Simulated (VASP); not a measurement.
# WC (C2) in VASP: further runs

WC is run at these levels: r2SCAN; tasks: single point.

All numbers are computed with VASP 6.6.1; they aren't measurements. Logs are shortened: lines on timing, memory, paths and dates and some standing lists are left out, and cuts for length are marked.

## Step 1: The cell of the first run

It takes space group C2 (No. 5, monoclinic). The conventional cell has a = 2.901 Å, b = 5.024 Å, c = 2.829 Å, α = 90.00°, β = 92.15°, γ = 90.00°. W (site symmetry 2) has 6 C at 2.16 to 2.23 Å and 8 W at 2.83 to 2.90 Å within 3.0 Å. C (site symmetry 2) has 6 W at 2.16 to 2.23 Å and 8 C at 2.83 to 2.90 Å within 3.0 Å.

## Step 2: Single point, r2SCAN (strain +0.0375 x Voigt [0, 0, 0, 0, 1, 0])

POSCAR

```
WC
1.0
    2.9005014360      0.0000000000      0.0543844019
   -1.4502507180      2.5119079273     -0.0271922010
    0.0530437500      0.0000000000      2.8290000000
W C
1 1
Direct
    0.0000000000      0.0000000000      0.0000000000
    0.6666666667      0.3333333333      0.5000000000
```

INCAR.step1

```
PREC = Accurate
ENCUT = 520
ISMEAR = 0
SIGMA = 0.15
LREAL = False
LASPH = True
NELM = 80
NBANDS = 16
GGA = PE
ALGO = Normal
EDIFF = 1E-4
LWAVE = True
LCHARG = False
```

INCAR.step2

```
PREC = Accurate
ENCUT = 520
EDIFF = 1E-6
ISMEAR = 0
SIGMA = 0.15
LREAL = False
LASPH = True
NELM = 80
ALGO = Normal
ISIF = 2
LWAVE = False
LCHARG = False
METAGGA = R2SCAN
LMIXTAU = True
NBANDS = 16
ISTART = 1
```

KPOINTS

```
regular mesh
0
Gamma
  18 18 16
```

Potentials or basis: VASP PAW PBE potentials, release 64 (W_sv, C).

Started as:

```bash
$ cat potpaw_PBE.64/W_sv/POTCAR potpaw_PBE.64/C/POTCAR > POTCAR
$ cp INCAR.step1 INCAR
$ mpirun -np 1 vasp_std > vasp.out
$ cp INCAR.step2 INCAR
$ mpirun -np 1 vasp_std > vasp.out
```

OUTCAR:

```text
PREC = Accurate
   ENCUT = 520
   EDIFF = 1E-6
   ISMEAR = 0
   LREAL = False
   LASPH = True
   NELM = 80
   ISIF = 2
   METAGGA = R2SCAN
   ISTART = 1

 ion  position               nearest neighbor table
   1  0.000  0.000  0.000-   2 2.16   2 2.16   2 2.19   2 2.19   2 2.23   2 2.23
   2  0.667  0.333  0.500-   1 2.16   1 2.16   1 2.19   1 2.19   1 2.23   1 2.23

  LATTYP: Found a base centered monoclinic cell.
 ALAT       =     2.9010112450
 B/A-ratio  =     1.7317464258
 C/A-ratio  =     0.9753485949
 COS(beta)  =    -0.0374868210

  Lattice vectors:

 A1 = (  -1.4502507180,   2.5119079273,  -0.0271922010)
 A2 = (  -1.4502507180,  -2.5119079273,  -0.0271922009)
 A3 = (   0.0530437500,   0.0000000000,   2.8290000000)

Analysis of symmetry for initial positions (statically):
=====================================================================
 Subroutine PRICEL returns:
 Original cell was already a primitive cell.

 Routine SETGRP: Setting up the symmetry group for a
 base centered monoclinic supercell.

 Subroutine GETGRP returns: Found  2 space group operations
 (whereof  2 operations were pure point group operations)
 out of a pool of  4 trial point group operations.

The static configuration has the point symmetry C_2 .

Analysis of symmetry for dynamics (positions and initial velocities):
=====================================================================
 Subroutine PRICEL returns:
 Original cell was already a primitive cell.

 Routine SETGRP: Setting up the symmetry group for a
 base centered monoclinic supercell.

 Subroutine GETGRP returns: Found  2 space group operations
 (whereof  2 operations were pure point group operations)
 out of a pool of  4 trial point group operations.

The dynamic configuration has the point symmetry C_2 .

 Subroutine INISYM returns: Found  2 space group operations
 (whereof  2 operations are pure point group operations),
 and found     1 'primitive' translations

----------------------------------------------------------------------------------------

                                     Primitive cell

  volume of cell :      20.6043

  direct lattice vectors                    reciprocal lattice vectors
     2.900501436  0.000000000  0.054384402     0.344889223  0.199051882 -0.006466673
    -1.450250718  2.511907927 -0.027192201     0.000000000  0.398103764  0.000000000
     0.053043750  0.000000000  2.829000000    -0.006630115  0.000000000  0.353606110

  length of vectors
     2.901011245  2.900628897  2.829497241     0.398261278  0.398103764  0.353668262

  position of ions in fractional coordinates (direct lattice)
     0.000000000  0.000000000  0.000000000
     0.666666667  0.333333333  0.500000000

  ion indices of the primitive-cell ions
   primitive index   ion index
                 1           1
                 2           2

----------------------------------------------------------------------------------------

 KPOINTS: regular mesh

Automatic generation of k-mesh.
 Grid dimensions read from file:
 generate k-points for:   18   18   16

 Generating k-lattice:

  Cartesian coordinates                     Fractional coordinates (reciprocal lattice)
     0.019160512  0.011058438 -0.000359260     0.055555556 -0.000000000 -0.000000000
     0.000000000  0.022116876  0.000000000     0.000000000  0.055555556  0.000000000
    -0.000414382  0.000000000  0.022100382     0.000000000  0.000000000  0.062500000

  Length of vectors
     0.022125627  0.022116876  0.022104266

  Shift w.r.t. Gamma in fractional coordinates (k-lattice)
     0.000000000  0.000000000  0.000000000

 Subroutine IBZKPT returns following result:
 ===========================================

 Found   1379 irreducible k-points:

 Following reciprocal coordinates:
            Coordinates               Weight
  0.000000  0.000000  0.000000      1.000000
  0.055556 -0.000000  0.000000      4.000000
  0.111111 -0.000000  0.000000      4.000000
  0.166667 -0.000000  0.000000      4.000000
  0.222222 -0.000000  0.000000      4.000000
  0.277778  0.000000  0.000000      4.000000
[... 16 lines left out ...]
 -0.333333  0.055556 -0.000000      4.000000
 -0.277778  0.055556 -0.000000      4.000000
 [... further k-points ...]
   k-points           NKPTS =   1379   k-points in BZ     NKDIM =   1379   number of bands    NBANDS=     16
   number of dos      NEDOS =    301   number of ions     NIONS =      2
   total plane-waves  NPLWV =  13824
   dimension x,y,z NGX =    24 NGY =   24 NGZ =   24
   dimension x,y,z NGXF=    48 NGYF=   48 NGZF=   48
   ions per type =               1   1
   NGX,Y,Z   is equivalent  to a cutoff of  13.75, 13.76, 14.10 a.u.
   NGXF,Y,Z  is equivalent  to a cutoff of  27.51, 27.51, 28.20 a.u.
 SYSTEM =  unknown system
   PREC   = accura    normal or accurate (medium, high low for compatibility)
   ISTART =      1    job   : 0-new  1-cont  2-samecut
   ICHARG =      0    charge: 1-file 2-atom 10-const
   ISPIN  =      1    spin polarized calculation?
   LNONCOLLINEAR =      F non collinear calculations
   LSORBIT =      F    spin-orbit coupling
   LASPH  =      T    aspherical Exc in radial PAW
   ENCUT  =  520.0 eV  38.22 Ry    6.18 a.u.   5.39  5.39  5.26*2*pi/ulx,y,z
   NELM   =     80;   NELMIN=  2; NELMDL=  0     # of ELM steps
   EDIFF  = 0.1E-05   stopping-criterion for ELM
   LREAL  =      F    real-space projection
   EDIFFG = 0.1E-04   stopping-criterion for IOM
   NSW    =      0    number of steps for IOM
   IBRION =     -1    ionic relax: 0-MD 1-quasi-New 2-CG
   NFREE  =      0    steps in history (QN), initial steepest desc. (CG)
   ISIF   =      2    stress and relaxation
   ISYM   =      2    0-nonsym 1-usesym 2-fastsym
   POTIM  = 0.5000    time-step for ionic-motion
   TEBEG  =    0.0;   TEEND  =   0.0 temperature during run
   PSTRESS=    0.0 pullay stress
   NELECT =      18.0000    total number of electrons
   NUPDOWN=      -1.0000    fix difference up-down
   EMIN   =  10.00;   EMAX   =-10.00  energy-range for DOS
   EFERMI =   0.00;   METHOD = LEGACY
   ISMEAR =     0;   SIGMA  =   0.15  broadening in eV -4-tet -1-fermi 0-gaus
   EFERMI_NEDOS =   21; number of points for ismear=-14 and -15
   IALGO  =     38    algorithm
   IMIX   =      4    mixing-type and parameters
     AMIX     =   0.40;   BMIX     =  1.00
     AMIX_MAG =   1.60;   BMIX_MAG =  1.00
  volume/ion in A,a.u.               =      10.30        69.52
  Fermi-wavevector in a.u.,A,eV,Ry     =   1.564996  2.957414 33.323572  2.449213
  Thomas-Fermi vector in A             =   2.667538
   LORBIT       =      0    0 simple, 1 ext, 2 COOP (PROOUT), +10 PAW based schemes
   METAGGA = R2SCAN    functional components
   LHFCALC =     F    Hartree Fock is set to
   AEXX    =    0.0000 exact exchange contribution
   IVDW    =     0    specifies the selected vdW correction
   LEPSILON=     F    determine dielectric tensor
   LRPA    =     F    only Hartree local field effects (RPA)
 non-spin polarized calculation
 Gauss-broadening in eV      SIGMA  =   0.15
  energy-cutoff  :      520.00
  volume of cell :       20.60
 maximum number of plane-waves:       570
 NGX is ok and might be reduce to    24
   NGX = 11   NGY = 11   NGZ = 11

 number of electron      18.0000000 magnetization

 Free energy of the ion-electron system (eV)
  ---------------------------------------------------
  ext. energy  EPLUGINS =         0.00000000
  ---------------------------------------------------
  free energy    TOTEN  =       -61.57801077 eV

  energy without entropy =      -61.57487613  energy(sigma->0) =      -61.57644345

 E-fermi :  11.0810     XC(G=0): -15.0145

 val. band max:       11.0689916433   @ k =  -0.4444   0.5000   0.4375
 cond. band min:      11.0813414037   @ k =   0.4444   0.2222   0.0000
 fundamental gap:      0.0123497604
 Fermi energy:        11.0809783172

 k-point     1 :       0.0000    0.0000    0.0000
  band No.  band energies     occupation
      1     -64.8599      2.00000
      2     -28.1664      2.00000
      3     -28.0601      2.00000
      4     -28.0589      2.00000
      5      -4.2314      2.00000
      6       6.5450      2.00000
[... 8 lines left out ...]
     15      26.4392      0.00000
     16      28.6697      0.00000

 k-point     2 :       0.0556   -0.0000    0.0000
  band No.  band energies     occupation
      1     -64.8579      2.00000
      2     -28.1629      2.00000
      3     -28.0881      2.00000
      4     -28.0655      2.00000
      5      -4.1465      2.00000
      6       6.5797      2.00000
[... 8 lines left out ...]
     15      26.2222      0.00000
     16      28.8890      0.00000

 k-point     3 :       0.1111   -0.0000    0.0000
  band No.  band energies     occupation
      1     -64.8520      2.00000
      2     -28.1690      2.00000
      3     -28.1523      2.00000
      4     -28.0837      2.00000
      5      -3.8985      2.00000
      6       6.5551      2.00000
[... 8 lines left out ...]
     15      25.8756      0.00000
     16      29.4061      0.00000

 k-point     4 :       0.1667   -0.0000    0.0000
  band No.  band energies     occupation
      1     -64.8431      2.00000
      2     -28.2909      2.00000
      3     -28.1366      2.00000
      4     -28.1114      2.00000
      5      -3.5075      2.00000
      6       6.1513      2.00000
[... 8 lines left out ...]
     15      25.6985      0.00000
     16      30.1474      0.00000

 k-point     5 :       0.2222   -0.0000    0.0000
  band No.  band energies     occupation
      1     -64.8321      2.00000
      2     -28.4377      2.00000
      3     -28.1454      2.00000
      4     -28.1168      2.00000
      5      -3.0050      2.00000
      6       5.5670      2.00000
[... 8 lines left out ...]
     15      25.8531      0.00000
     16      30.2511      0.00000

 k-point     6 :       0.2778    0.0000    0.0000
  band No.  band energies     occupation
      1     -64.8203      2.00000
      2     -28.5908      2.00000
      3     -28.1811      2.00000
      4     -28.0959      2.00000
      5      -2.4334      2.00000
      6       4.9856      2.00000
[... 8 lines left out ...]
     15      26.4359      0.00000
     16      29.7480      0.00000

 k-point     7 :       0.3333   -0.0000    0.0000
  band No.  band energies     occupation
      1     -64.8093      2.00000
      2     -28.7318      2.00000
      3     -28.2145      2.00000
      4     -28.0762      2.00000
      5      -1.8475      2.00000
      6       4.4734      2.00000
[... 8 lines left out ...]
     15      27.0639      0.00000
     16      28.6807      0.00000

 k-point     8 :       0.3889   -0.0000    0.0000
  band No.  band energies     occupation
      1     -64.8003      2.00000
      2     -28.8448      2.00000
      3     -28.2416      2.00000
      4     -28.0600      2.00000
      5      -1.3185      2.00000
      6       4.0669      2.00000
[... 8 lines left out ...]
     15      26.2535      0.00000
     16      29.1317      0.00000

 k-point     9 :       0.4444   -0.0000    0.0000
  band No.  band energies     occupation
      1     -64.7944      2.00000
      2     -28.9176      2.00000
      3     -28.2592      2.00000
      4     -28.0494      2.00000
      5      -0.9368      2.00000
      6       3.7983      2.00000
[... 8 lines left out ...]
     15      25.2464      0.00000
     16      29.9803      0.00000
[... 172 lines left out ...]
 k-point    19 :       0.4444    0.0556    0.0000
  band No.  band energies     occupation
      1     -64.7924      2.00000
      2     -28.9284      2.00000
      3     -28.2812      2.00000
      4     -28.0457      2.00000
      5      -0.7864      2.00000
      6       3.7479      2.00000
[... 8 lines left out ...]
     15      25.1366      0.00000
     16      30.1213      0.00000

 k-point    20 :       0.5000    0.0556    0.0000
  band No.  band energies     occupation
      1     -64.7924      2.00000
      2     -28.9284      2.00000
      3     -28.2812      2.00000
      4     -28.0458      2.00000
      5      -0.7862      2.00000
      6       3.7479      2.00000
[... 8 lines left out ...]
     15      25.1334      0.00000
     16      30.1202      0.00000

 k-point    21 :      -0.4444    0.0556   -0.0000
  band No.  band energies     occupation
      1     -64.7963      2.00000
      2     -28.8803      2.00000
      3     -28.2684      2.00000
      4     -28.0529      2.00000
      5      -1.0569      2.00000
      6       3.9280      2.00000
[... 8 lines left out ...]
     15      25.8391      0.00000
     16      29.5090      0.00000

 k-point    22 :      -0.3889    0.0556    0.0000
  band No.  band energies     occupation
      1     -64.8038      2.00000
      2     -28.7892      2.00000
      3     -28.2442      2.00000
      4     -28.0663      2.00000
      5      -1.5231      2.00000
      6       4.2588      2.00000
[... 8 lines left out ...]
     15      26.9078      0.00000
     16      28.6723      0.00000

 k-point    23 :      -0.3333    0.0556   -0.0000
  band No.  band energies     occupation
      1     -64.8138      2.00000
      2     -28.6647      2.00000
      3     -28.2116      2.00000
      4     -28.0843      2.00000
      5      -2.0885      2.00000
      6       4.7075      2.00000
[... 8 lines left out ...]
     15      26.8519      0.00000
     16      29.1230      0.00000

 k-point    24 :      -0.2778    0.0556   -0.0000
  band No.  band energies     occupation
      1     -64.8252      2.00000
      2     -28.5205      2.00000
      3     -28.1742      2.00000
      4     -28.1046      2.00000
      5      -2.6722      2.00000
      6       5.2424      2.00000
[... 8 lines left out ...]
     15      26.1195      0.00000
     16      30.0823      0.00000

 [... further k-points ...]

------------------------ aborting loop because EDIFF is reached ----------------------------------------

  FORCE on cell =-STRESS in cart. coord.  units (eV):
  Direction    XX          YY          ZZ          XY          YZ          ZX
  --------------------------------------------------------------------------------------
  -------------------------------------------------------------------------------------
  Total        0.9263213      0.8604668      0.8839124      0.0000000     -0.0000000     -1.5846391
  in kB       72.0302957     66.9094808     68.7325973      0.0000000     -0.0000000   -123.2207710
  external PRESSURE =      69.2241246 kB  Pullay stress =       0.0000000 kB

 VOLUME and BASIS-vectors are now :
 -----------------------------------------------------------------------------
  energy-cutoff  :      520.00
  volume of cell :       20.60
      direct lattice vectors                 reciprocal lattice vectors
     2.900501436  0.000000000  0.054384402     0.344889223  0.199051882 -0.006466673
    -1.450250718  2.511907927 -0.027192201     0.000000000  0.398103764  0.000000000
     0.053043750  0.000000000  2.829000000    -0.006630115  0.000000000  0.353606110

 POSITION                                       TOTAL-FORCE (eV/Angst)
 -----------------------------------------------------------------------------------
      0.00000      0.00000      0.00000        -0.000000     -0.043805      0.000000
      1.47677      0.83730      1.44169         0.000000      0.043805     -0.000000
 -----------------------------------------------------------------------------------
    total drift:                               -0.000000      0.000040      0.000000

  FREE ENERGIE OF THE ION-ELECTRON SYSTEM (eV)
  ---------------------------------------------------
  free  energy   TOTEN  =       -61.5780107659 eV

  energy  without entropy=      -61.5748761284  energy(sigma->0) =      -61.57644345
```

It took 7.2 min on 1 thread of Intel Xeon 6975P-C (Granite Rapids), shared host; peak memory 0.52 GiB.

Results:

```
Free energy            : -61.5780 eV
Pressure               : 6.9 GPa
Largest force          : 0.044 eV/Å
Band gap on the k mesh : zero (bands 9 and 10 overlap by 1.30 eV)
```

Forces on the atoms (eV/Å):
```
W    0.000 -0.044  0.000
C    0.000  0.044  0.000
```

Stress tensor (GPa, compression positive):
```
  7.20   0.00 -12.32
  0.00   6.69   0.00
-12.32   0.00   6.87
```

Caveat: the cell differs from its parent crystal (strain +0.0375 x Voigt [0, 0, 0, 0, 1, 0]); the cell stands under pressure; the PAW data sets were made with another functional, which shifts forces and pressure a little; spin-orbit coupling is left out, which moves the levels of the heavy elements.

(Continued in part 2 of 2.)

The gap in the log of VASP goes by the Fermi energy; the results here count the filled bands.